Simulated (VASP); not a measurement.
Crystal: NaCl.

```
CELL_PARAMETERS angstrom
0.00000 3.08727 3.08727
3.08727 0.00000 3.08727
3.08727 3.08727 0.00000
ATOMIC_POSITIONS crystal
Na 0.00000 0.00000 0.00000
Cl 0.25000 0.25000 0.25000
```

Base run:

* Program: VASP 6.6.1
* Functional: r2SCAN
* Potentials or basis: VASP PAW PBE potentials, release 64 (Na_pv, Cl)
* Cutoff: 550 eV
* k mesh: 8 × 8 × 8
* Occupations: gaussian, width 0.01 eV
* Spin: no spin polarisation

Its results: band gap on the k mesh 5.57 eV; pressure -0.1 GPa.

Q: The run is repeated on the same cell with these changes: functional from r2SCAN to PBE; cutoff from 550 eV to 500 eV; k mesh from 8 × 8 × 8 to 4 × 4 × 4. What comes out?

A: Band gap on the k mesh 4.94 eV; pressure 0.7 GPa.

Several settings changed at once.

Caveats: some runs use coarse meshes; the PAW data sets were made with another functional, which shifts forces and pressure a little (at least some runs).

A k mesh can miss the band edges.
